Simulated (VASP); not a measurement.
# Se (Fd-3m) in VASP: a series of runs

Se is run at these levels: LDA; tasks: single point.

All numbers are computed with VASP 6.6.1; they aren't measurements. Logs are shortened: lines on timing, memory, paths and dates and some standing lists are left out, and cuts for length are marked.

## Step 1: The cell of the first run

Symmetry: Fd-3m, No. 227, cubic system. Conventional cell: a = 6.169 Å, b = 6.169 Å, c = 6.169 Å, α = 90.00°, β = 90.00°, γ = 90.00°. Within 3.5 Å of Se (site symmetry -43m) lie 4 Se at 2.67 Å.

This isn't the form of Se at room conditions, which is trigonal, of chains.

## Step 2: Single point, LDA (29.34 Å³/atom)

File INCAR:

```
SYSTEM = Se
PREC = Accurate
ENCUT = 520
EDIFF = 1E-6
ISMEAR = -1
SIGMA = 0.08
LREAL = .False.
LASPH = .True.
NELM = 60
ALGO = Normal
ISIF = 2
LWAVE = .False.
LCHARG = .False.
GGA = CA
NBANDS = 13
```

File KPOINTS:

```
Automatic mesh
0
Gamma
  11 11 11
  0 0 0
```

File POSCAR:

```
Se
1.0
    0.0000000000      3.0843981297      3.0843981297
    3.0843981297      0.0000000000      3.0843981297
    3.0843981297      3.0843981297      0.0000000000
Se
2
Direct
   -0.1250000000     -0.1250000000     -0.1250000000
    0.1250000000      0.1250000000      0.1250000000
```

Potentials or basis: VASP PAW LDA potentials, release 64 (Se).

Started as:

```bash
cat potpaw_LDA.64/Se/POTCAR > POTCAR
mpirun -np 1 vasp_std > vasp.out
```

OUTCAR:

```text
SYSTEM = Se
   PREC = Accurate
   ENCUT = 520
   EDIFF = 1E-6
   ISMEAR = -1
   LREAL = .False.
   LASPH = .True.
   NELM = 60
   ISIF = 2
   GGA = CA

 ion  position               nearest neighbor table
   1  0.875  0.875  0.875-   2 2.67   2 2.67   2 2.67   2 2.67
   2  0.125  0.125  0.125-   1 2.67   1 2.67   1 2.67   1 2.67

  LATTYP: Found a face centered cubic cell.
 ALAT       =     6.1687962594

  Lattice vectors:

 A1 = (   0.0000000000,   3.0843981297,   3.0843981297)
 A2 = (   3.0843981297,   0.0000000000,   3.0843981297)
 A3 = (   3.0843981297,   3.0843981297,   0.0000000000)

Analysis of symmetry for initial positions (statically):
=====================================================================
 Subroutine PRICEL returns:
 Original cell was already a primitive cell.

 Routine SETGRP: Setting up the symmetry group for a
 face centered cubic supercell.

 Subroutine GETGRP returns: Found 48 space group operations
 (whereof 12 operations were pure point group operations)
 out of a pool of 48 trial point group operations.

The static configuration has the point symmetry D_3d.
 The point group associated with its full space group is O_h .

Analysis of symmetry for dynamics (positions and initial velocities):
=====================================================================
 Subroutine PRICEL returns:
 Original cell was already a primitive cell.

 Routine SETGRP: Setting up the symmetry group for a
 face centered cubic supercell.

 Subroutine GETGRP returns: Found 48 space group operations
 (whereof 12 operations were pure point group operations)
 out of a pool of 48 trial point group operations.

The dynamic configuration has the point symmetry D_3d.
 The point group associated with its full space group is O_h .

 Subroutine INISYM returns: Found 48 space group operations
 (whereof 12 operations are pure point group operations),
 and found     1 'primitive' translations

----------------------------------------------------------------------------------------

                                     Primitive cell

  volume of cell :      58.6869

  direct lattice vectors                    reciprocal lattice vectors
     0.000000000  3.084398130  3.084398130    -0.162106181  0.162106181  0.162106181
     3.084398130  0.000000000  3.084398130     0.162106181 -0.162106181  0.162106181
     3.084398130  3.084398130  0.000000000     0.162106181  0.162106181 -0.162106181

  length of vectors
[... 91 lines left out ...]
   TEBEG  =    0.0;   TEEND  =   0.0 temperature during run
   PSTRESS=    0.0 pullay stress
   NELECT =      12.0000    total number of electrons
   NUPDOWN=      -1.0000    fix difference up-down
   EMIN   =  10.00;   EMAX   =-10.00  energy-range for DOS
   EFERMI =   0.00;   METHOD = LEGACY
   ISMEAR =    -1;   SIGMA  =   0.08  broadening in eV -4-tet -1-fermi 0-gaus
   EFERMI_NEDOS =   21; number of points for ismear=-14 and -15
   IALGO  =     38    algorithm
   IMIX   =      4    mixing-type and parameters
     AMIX     =   0.40;   BMIX     =  1.00
     AMIX_MAG =   1.60;   BMIX_MAG =  1.00
  volume/ion in A,a.u.               =      29.34       198.02
  Fermi-wavevector in a.u.,A,eV,Ry     =   0.964469  1.822582 12.656138  0.930200
  Thomas-Fermi vector in A             =   2.094103
   LORBIT       =      0    0 simple, 1 ext, 2 COOP (PROOUT), +10 PAW based schemes
   GGA     = CA    functional components
   LHFCALC =     F    Hartree Fock is set to
   AEXX    =    0.0000 exact exchange contribution
   IVDW    =     0    specifies the selected vdW correction
   LEPSILON=     F    determine dielectric tensor
   LRPA    =     F    only Hartree local field effects (RPA)
 non-spin polarized calculation
  energy-cutoff  :      520.00
  volume of cell :       58.69
 maximum number of plane-waves:      1596
   NGX = 17   NGY = 17   NGZ = 17

 number of electron      11.9999997 magnetization

 Free energy of the ion-electron system (eV)
  ---------------------------------------------------
  ext. energy  EPLUGINS =         0.00000000
  ---------------------------------------------------
  free energy    TOTEN  =        -7.22699714 eV

  energy without entropy =       -7.19160844  energy(sigma->0) =       -7.20930279

 E-fermi :   2.6415     XC(G=0):  -8.8266

 val. band max:        2.6394445933   @ k =  -0.4545   0.1818   0.0909
 cond. band min:       2.6473040938   @ k =  -0.2727   0.1818   0.0000
 fundamental gap:      0.0078595004
 Fermi energy:         2.6415099827

 k-point     1 :       0.0000    0.0000    0.0000
  band No.  band energies     occupation
      1     -13.1199      2.00000
      2      -7.4058      2.00000
      3      -0.9931      2.00000
      4      -0.9931      2.00000
      5      -0.9931      2.00000
      6       1.7895      1.99995
      7       1.7895      1.99995
      8       1.7895      1.99995
      9       6.7290      0.00000
     10      10.2150      0.00000
     11      10.2150      0.00000
     12      12.0877      0.00000
     13      12.0877      0.00000
[... 354 lines left out ...]
  band No.  band energies     occupation
      1     -12.5224      2.00000
      2      -8.7519      2.00000
      3      -2.3059      2.00000
      4      -1.4399      2.00000
      5      -0.5757      2.00000
      6       2.3410      1.95430
      7       2.5265      1.61615
      8       3.3859      0.00018
      9       8.7567      0.00000
     10       8.8800      0.00000
     11       9.6989      0.00000
     12      12.7338      0.00000
     13      13.2191      0.00000

 [... further k-points ...]

------------------------ aborting loop because EDIFF is reached ----------------------------------------

  FORCE on cell =-STRESS in cart. coord.  units (eV):
  Direction    XX          YY          ZZ          XY          YZ          ZX
  --------------------------------------------------------------------------------------
  -------------------------------------------------------------------------------------
  Total        0.0387596      0.0387596      0.0387596     -0.0000000     -0.0000000      0.0000000
  in kB        1.0581540      1.0581540      1.0581540     -0.0000000     -0.0000000      0.0000000
  external PRESSURE =       1.0581540 kB  Pullay stress =       0.0000000 kB

 VOLUME and BASIS-vectors are now :
 -----------------------------------------------------------------------------
  energy-cutoff  :      520.00
  volume of cell :       58.69
      direct lattice vectors                 reciprocal lattice vectors
     0.000000000  3.084398130  3.084398130    -0.162106181  0.162106181  0.162106181
     3.084398130  0.000000000  3.084398130     0.162106181 -0.162106181  0.162106181
     3.084398130  3.084398130  0.000000000     0.162106181  0.162106181 -0.162106181

 POSITION                                       TOTAL-FORCE (eV/Angst)
 -----------------------------------------------------------------------------------
      5.39770      5.39770      5.39770        -0.000000      0.000000     -0.000000
      0.77110      0.77110      0.77110         0.000000     -0.000000      0.000000
 -----------------------------------------------------------------------------------
    total drift:                                0.000000      0.000000     -0.000000

  FREE ENERGIE OF THE ION-ELECTRON SYSTEM (eV)
  ---------------------------------------------------
  free  energy   TOTEN  =        -7.2269971405 eV

  energy  without entropy=       -7.1916084426  energy(sigma->0) =       -7.20930279
```

It took 19 s on 1 thread of Intel Xeon Platinum 8488C (Sapphire Rapids), shared host; peak memory 0.16 GiB.

Results:

| Property | Result |
| --- | --- |
| Free energy | -7.2270 eV |
| Pressure | 0.1 GPa |
| Band gap on the k mesh | zero (bands 6 and 7 overlap by 1.13 eV) |

## Step 3: Single point, LDA

This run uses another cell than the first one, of 13.20 Å³/atom.

File INCAR:

```
SYSTEM = Se
PREC = Accurate
ENCUT = 520
EDIFF = 1E-6
ISMEAR = -1
SIGMA = 0.08
LREAL = .FALSE.
LASPH = .TRUE.
NELM = 80
ALGO = Normal
ISIF = 2
LWAVE = .FALSE.
LCHARG = .FALSE.
GGA = CA
ISYM = 0
NBANDS = 13
```

File KPOINTS:

```
Automatic mesh
0
G
  11 11 11
  0 0 0
```

File POSCAR:

```
Se
1.0
    0.0000000000      2.3636033801      2.3636033801
    2.3636033801      0.0000000000      2.3636033801
    2.3636033801      2.3636033801      0.0000000000
Se
2
Direct
   -0.1250000000     -0.1250000000     -0.1250000000
    0.1250000000      0.1250000000      0.1250000000
```

Potentials or basis: VASP PAW LDA potentials, release 64 (Se).

Started as:

```bash
cat potpaw_LDA.64/Se/POTCAR > POTCAR
mpirun -np 1 vasp_std > vasp.out
```

Wall time 3.2 min (1 thread of Intel Xeon Platinum 8488C (Sapphire Rapids), shared host); peak memory 0.29 GiB.

It converged, with:

```yaml
Free_energy: 2.1440 eV
Pressure: 180.0 GPa
Band_gap_on_the_k_mesh: zero (bands 6 and 7 overlap by 4.44 eV)
```

Levels at points of the mesh, in eV from the Fermi level:
```tsv
k point	band 3	band 4	band 5	band 6	band 7	band 8	band 9	band 10
(0.00, 0.00, 0.00)	-6.65	-6.65	-4.32	-2.39	-2.39	-2.39	4.59	6.99
```

Caveat: the cell stands under pressure.
